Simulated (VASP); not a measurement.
# BeTe in VASP: notebook, part 2 of 2

VASP 6.6.1. Earlier steps stand in the parts before.

## (4) Single point, PBE (strain -0.030 along x and y, -0.015 along z)

INCAR reads:

```
PREC = Accurate
ENCUT = 520
EDIFF = 1E-7
ISMEAR = 0
SIGMA = 0.05
LREAL = F
LASPH = T
NELM = 80
ALGO = Normal
ISIF = 2
LWAVE = F
LCHARG = F
GGA = PE
NBANDS = 11
```

KPOINTS reads:

```
Automatic mesh
0
Gamma
  8 8 8
```

POSCAR reads:

```
BeTe
1.0
    0.0000000000      2.6869000000      2.7284500000
    2.6869000000      0.0000000000      2.7284500000
    2.6869000000      2.6869000000      0.0000000000
Be Te
1 1
Direct
    0.0000000000      0.0000000000      0.0000000000
    0.7500000000      0.7500000000      0.7500000000
```

Potentials or basis: VASP PAW PBE potentials, release 64 (Be, Te).

Launch:

```sh
cat potpaw_PBE.64/Be/POTCAR potpaw_PBE.64/Te/POTCAR > POTCAR
mpirun -np 1 vasp_std > vasp.out
```

OUTCAR:

```text
PREC = Accurate
   ENCUT = 520
   EDIFF = 1E-7
   ISMEAR = 0
   LREAL = F
   LASPH = T
   NELM = 80
   ISIF = 2
   GGA = PE

 ion  position               nearest neighbor table
   1  0.000  0.000  0.000-   2 2.34   2 2.34   2 2.34   2 2.34
   2  0.750  0.750  0.750-   1 2.34   1 2.34   1 2.34   1 2.34

  LATTYP: Found a body centered tetragonal cell.
 ALAT       =     3.7998504207
 C/A-ratio  =     1.4360828443

  Lattice vectors:

 A1 = (  -2.6869000000,   0.0000000000,   2.7284500000)
 A2 = (   2.6869000000,   0.0000000000,   2.7284500000)
 A3 = (   0.0000000000,   2.6869000000,  -2.7284500000)

Analysis of symmetry for initial positions (statically):
=====================================================================
 Subroutine PRICEL returns:
 Original cell was already a primitive cell.

 Routine SETGRP: Setting up the symmetry group for a
 body centered tetragonal supercell.

 Subroutine GETGRP returns: Found  8 space group operations
 (whereof  8 operations were pure point group operations)
 out of a pool of 16 trial point group operations.

The static configuration has the point symmetry D_2d.

Analysis of symmetry for dynamics (positions and initial velocities):
=====================================================================
 Subroutine PRICEL returns:
 Original cell was already a primitive cell.

 Routine SETGRP: Setting up the symmetry group for a
 body centered tetragonal supercell.

 Subroutine GETGRP returns: Found  8 space group operations
 (whereof  8 operations were pure point group operations)
 out of a pool of 16 trial point group operations.

The dynamic configuration has the point symmetry D_2d.

 Subroutine INISYM returns: Found  8 space group operations
 (whereof  8 operations are pure point group operations),
 and found     1 'primitive' translations

----------------------------------------------------------------------------------------

                                     Primitive cell

  volume of cell :      39.3957

  direct lattice vectors                    reciprocal lattice vectors
     0.000000000  2.686900000  2.728450000    -0.186088057  0.186088057  0.183254229
     2.686900000  0.000000000  2.728450000     0.186088057 -0.186088057  0.183254229
     2.686900000  2.686900000  0.000000000     0.186088057  0.186088057 -0.183254229

  length of vectors
     3.829343418  3.829343418  3.799850421     0.320686205  0.320686205  0.320686205

  position of ions in fractional coordinates (direct lattice)
     0.000000000  0.000000000  0.000000000
     0.750000000  0.750000000  0.750000000

  ion indices of the primitive-cell ions
   primitive index   ion index
                 1           1
                 2           2

----------------------------------------------------------------------------------------

 KPOINTS: Automatic mesh

Automatic generation of k-mesh.
 Grid dimensions read from file:
 generate k-points for:    8    8    8

 Generating k-lattice:

  Cartesian coordinates                     Fractional coordinates (reciprocal lattice)
    -0.023261007  0.023261007  0.022906779     0.125000000  0.000000000  0.000000000
     0.023261007 -0.023261007  0.022906779     0.000000000  0.125000000  0.000000000
     0.023261007  0.023261007 -0.022906779     0.000000000  0.000000000  0.125000000

  Length of vectors
     0.040085776  0.040085776  0.040085776

  Shift w.r.t. Gamma in fractional coordinates (k-lattice)
     0.000000000  0.000000000  0.000000000

 Subroutine IBZKPT returns following result:
 ===========================================

 Found     59 irreducible k-points:

 Following reciprocal coordinates:
            Coordinates               Weight
  0.000000  0.000000  0.000000      1.000000
  0.125000  0.000000  0.000000      8.000000
  0.250000  0.000000  0.000000      8.000000
  0.375000 -0.000000  0.000000      8.000000
  0.500000  0.000000  0.000000      4.000000
  0.125000  0.125000  0.000000      2.000000
[... 16 lines left out ...]
  0.250000  0.000000  0.125000     16.000000
  0.375000 -0.000000  0.125000     16.000000
 [... further k-points ...]
   k-points           NKPTS =     59   k-points in BZ     NKDIM =     59   number of bands    NBANDS=     11
   number of dos      NEDOS =    301   number of ions     NIONS =      2
   total plane-waves  NPLWV =  21952
   dimension x,y,z NGX =    28 NGY =   28 NGZ =   28
   dimension x,y,z NGXF=    56 NGYF=   56 NGZF=   56
   ions per type =               1   1
   NGX,Y,Z   is equivalent  to a cutoff of  12.16, 12.16, 12.25 a.u.
   NGXF,Y,Z  is equivalent  to a cutoff of  24.31, 24.31, 24.50 a.u.
 SYSTEM =  unknown system
   PREC   = accura    normal or accurate (medium, high low for compatibility)
   ISTART =      0    job   : 0-new  1-cont  2-samecut
   ICHARG =      2    charge: 1-file 2-atom 10-const
   ISPIN  =      1    spin polarized calculation?
   LNONCOLLINEAR =      F non collinear calculations
   LSORBIT =      F    spin-orbit coupling
   LASPH  =      T    aspherical Exc in radial PAW
   ENCUT  =  520.0 eV  38.22 Ry    6.18 a.u.   7.12  7.12  7.07*2*pi/ulx,y,z
   NELM   =     80;   NELMIN=  2; NELMDL= -5     # of ELM steps
   EDIFF  = 0.1E-06   stopping-criterion for ELM
   LREAL  =      F    real-space projection
   EDIFFG = 0.1E-05   stopping-criterion for IOM
   NSW    =      0    number of steps for IOM
   IBRION =     -1    ionic relax: 0-MD 1-quasi-New 2-CG
   NFREE  =      0    steps in history (QN), initial steepest desc. (CG)
   ISIF   =      2    stress and relaxation
   ISYM   =      2    0-nonsym 1-usesym 2-fastsym
   POTIM  = 0.5000    time-step for ionic-motion
   TEBEG  =    0.0;   TEEND  =   0.0 temperature during run
   PSTRESS=    0.0 pullay stress
   NELECT =       8.0000    total number of electrons
   NUPDOWN=      -1.0000    fix difference up-down
   EMIN   =  10.00;   EMAX   =-10.00  energy-range for DOS
   EFERMI =   0.00;   METHOD = LEGACY
   ISMEAR =     0;   SIGMA  =   0.05  broadening in eV -4-tet -1-fermi 0-gaus
   EFERMI_NEDOS =   21; number of points for ismear=-14 and -15
   IALGO  =     38    algorithm
   IMIX   =      4    mixing-type and parameters
     AMIX     =   0.40;   BMIX     =  1.00
     AMIX_MAG =   1.60;   BMIX_MAG =  1.00
  volume/ion in A,a.u.               =      19.70       132.93
  Fermi-wavevector in a.u.,A,eV,Ry     =   0.962251  1.818391 12.598009  0.925928
  Thomas-Fermi vector in A             =   2.091694
   LORBIT       =      0    0 simple, 1 ext, 2 COOP (PROOUT), +10 PAW based schemes
   GGA     = PE    functional components
   LHFCALC =     F    Hartree Fock is set to
   AEXX    =    0.0000 exact exchange contribution
   IVDW    =     0    specifies the selected vdW correction
   LEPSILON=     F    determine dielectric tensor
   LRPA    =     F    only Hartree local field effects (RPA)
 non-spin polarized calculation
 Gauss-broadening in eV      SIGMA  =   0.05
  energy-cutoff  :      520.00
  volume of cell :       39.40
 maximum number of plane-waves:      1076
   NGX = 15   NGY = 15   NGZ = 15

 number of electron       8.0000000 magnetization

 Free energy of the ion-electron system (eV)
  ---------------------------------------------------
  ext. energy  EPLUGINS =         0.00000000
  ---------------------------------------------------
  free energy    TOTEN  =        -7.43786280 eV

  energy without entropy =       -7.43786280  energy(sigma->0) =       -7.43786280

 E-fermi :   6.9093     XC(G=0):  -9.5703

 val. band max:        6.6309901566   @ k =   0.0000   0.0000   0.0000
 cond. band min:       8.1918464269   @ k =   0.5000   0.0000   0.5000
 fundamental gap:      1.5608562702
 Fermi energy:         6.9092974316

 k-point     1 :       0.0000    0.0000    0.0000
  band No.  band energies     occupation
      1      -6.6015      2.00000
      2       6.5346      2.00000
      3       6.6310      2.00000
      4       6.6310      2.00000
      5      10.0671      0.00000
      6      10.0671      0.00000
      7      10.1011      0.00000
      8      11.3876      0.00000
      9      15.0781      0.00000
     10      16.9283      0.00000
     11      17.2699      0.00000
[... 309 lines left out ...]
 k-point    24 :       0.3750   -0.0000    0.1250
  band No.  band energies     occupation
      1      -5.3547      2.00000
      2       1.5913      2.00000
      3       4.8134      2.00000
      4       4.9198      2.00000
      5      10.0690      0.00000
      6      11.5503      0.00000
      7      12.1829      0.00000
      8      13.1486      0.00000
      9      16.4712      0.00000
     10      17.5758      0.00000
     11      17.8564      0.00000

 [... further k-points ...]
[... 5 lines left out ...]
  --------------------------------------------------------------------------------------
  -------------------------------------------------------------------------------------
  Total        2.7682188      2.7682188      2.5126681      0.0000000     -0.0000000      0.0000000
  in kB      112.5801929    112.5801929    102.1872497      0.0000000     -0.0000000      0.0000000
  external PRESSURE =     109.1158785 kB  Pullay stress =       0.0000000 kB

 VOLUME and BASIS-vectors are now :
 -----------------------------------------------------------------------------
  energy-cutoff  :      520.00
  volume of cell :       39.40
      direct lattice vectors                 reciprocal lattice vectors
     0.000000000  2.686900000  2.728450000    -0.186088057  0.186088057  0.183254229
     2.686900000  0.000000000  2.728450000     0.186088057 -0.186088057  0.183254229
     2.686900000  2.686900000  0.000000000     0.186088057  0.186088057 -0.183254229

 POSITION                                       TOTAL-FORCE (eV/Angst)
 -----------------------------------------------------------------------------------
      0.00000      0.00000      0.00000         0.000000      0.000000      0.000000
      4.03035      4.03035      4.09267        -0.000000     -0.000000      0.000000
 -----------------------------------------------------------------------------------
    total drift:                               -0.000000     -0.000000     -0.000000

  FREE ENERGIE OF THE ION-ELECTRON SYSTEM (eV)
  ---------------------------------------------------
  free  energy   TOTEN  =        -7.4378628006 eV

  energy  without entropy=       -7.4378628006  energy(sigma->0) =       -7.43786280
```

Run time: 29 s. Hardware: 1 thread of AMD EPYC 7R43 (Zen 3), shared host; peak memory 0.14 GiB.

What came out:

```yaml
Free_energy: -7.4379 eV
Pressure: 10.9 GPa
Band_gap_on_the_k_mesh: 1.56 eV, indirect (least direct gap 3.44 eV)
```

Stress tensor (GPa, compression positive):
```
11.26  0.00  0.00
 0.00 11.26  0.00
 0.00  0.00 10.22
```

Caveat: the cell differs from its parent crystal (strain -0.030 along x and y, -0.015 along z); spin-orbit coupling is left out, which moves the levels of the heavy elements. A k mesh can miss the band edges.

## (5) Single point, PBE (strain -0.015 along x and y, -0.030 along z)

INCAR reads:

```
SYSTEM = BeTe
PREC = Accurate
ENCUT = 520
EDIFF = 1E-6
ISMEAR = 0
SIGMA = 0.05
LREAL = .False.
LASPH = .True.
NELM = 80
ALGO = Normal
ISIF = 2
LWAVE = .False.
LCHARG = .False.
GGA = PE
NBANDS = 11
```

KPOINTS reads:

```
regular mesh
0
Gamma
  8 8 8
  0 0 0
```

POSCAR reads:

```
BeTe
1.0
    0.0000000000      2.7284500000      2.6869000000
    2.7284500000      0.0000000000      2.6869000000
    2.7284500000      2.7284500000      0.0000000000
Be Te
1 1
Direct
    0.0000000000      0.0000000000      0.0000000000
    0.7500000000      0.7500000000      0.7500000000
```

Launch:

```sh
cat potpaw_PBE.64/Be/POTCAR potpaw_PBE.64/Te/POTCAR > POTCAR
mpirun -np 1 vasp_std > vasp.out
```

Wall time 25 s (1 thread of AMD EPYC 7R43 (Zen 3), shared host); peak memory 0.14 GiB.

It converged, with:

- Free energy: -7.4766 eV
- Pressure: 9.5 GPa
- Band gap on the k mesh: 1.54 eV, indirect (least direct gap 3.42 eV)

Stress tensor (GPa, compression positive):
```
 9.15  0.00  0.00
 0.00  9.15  0.00
 0.00  0.00 10.11
```

Levels at points of the mesh, in eV from the valence-band top:
| k point | band 1 | band 2 | band 3 | band 4 | band 5 | band 6 | band 7 | band 8 |
| --- | --- | --- | --- | --- | --- | --- | --- | --- |
| (0.00, 0.00, 0.00) | -13.14 | -0.09 | -0.09 | 0.00 | 3.42 | 3.45 | 3.45 | 4.60 |
| (0.50, 0.00, 0.00) | -11.50 | -6.35 | -1.47 | -1.32 | 3.31 | 4.40 | 4.53 | 7.68 |
| (0.50, 0.50, 0.00) | -10.84 | -5.74 | -3.22 | -3.22 | 1.54 | 2.34 | 10.36 | 10.36 |
| (0.50, 0.00, 0.50) | -10.92 | -5.83 | -3.12 | -3.09 | 1.66 | 2.47 | 10.29 | 10.39 |

Caveat: the cell differs from its parent crystal (strain -0.015 along x and y, -0.030 along z); spin-orbit coupling is left out, which moves the levels of the heavy elements. A k mesh can miss the band edges.

## (6) The runs side by side

```csv
cell,gap on the mesh (eV),pressure (GPa)
"a = 4.035 Å, angles 60.0°, 2 atoms",2.07,-1.1
"a = 3.859, b = 3.859, c = 3.800 Å, angles 60.5, 60.5, 59.0°, 2 atoms",1.54,9.5
"a = 3.829, b = 3.829, c = 3.800 Å, angles 60.3, 60.3, 59.5°, 2 atoms",1.56,10.9
"a = 3.829, b = 3.829, c = 3.859 Å, angles 59.7, 59.7, 60.5°, 2 atoms",1.54,9.5
```

Alike in all rows: task single point; level PBE; potentials or basis VASP PAW PBE potentials, release 64 (Be, Te); no spin polarisation; k mesh 8 × 8 × 8; cutoff (eV) 520; smearing gaussian 0.05 eV.

Caveats: spin-orbit coupling is left out, which moves the levels of the heavy elements.

Total energies depend on the potentials used, so only differences within one code and one set of settings carry meaning.
